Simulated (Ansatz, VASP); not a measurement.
One calculation of LiF, two programs

```
CELL_PARAMETERS angstrom
0.00000 1.99487 1.99487
1.99487 0.00000 1.99487
1.99487 1.99487 0.00000
ATOMIC_POSITIONS crystal
Li 0.00000 0.00000 0.00000
F 0.50000 0.50000 0.50000
```

Alike in both runs: task single point; functional PBE; k mesh 10 × 10 × 10; occupations fermi-dirac, width 0.02 eV; no spin polarisation.

```csv
,VASP,Ansatz
version,VASP 6.6.1,Ansatz 0.2.0
potentials or method,"VASP PAW PBE potentials, release 64 (Li_sv, F)","plane waves, PAW"
plane-wave cutoff (eV),520,420
valence electrons in the cell,10,10
```

|  | VASP | Ansatz | Ansatz less VASP |
| --- | --- | --- | --- |
| gap on the k mesh at the Fermi level (eV) | 9.35 | 9.35 | -0.004 |

The functional is the same, so the differences come from potentials, cutoffs and numerics.

Noted on VASP's run: the cutoff is short for stress, so the pressure is rough.
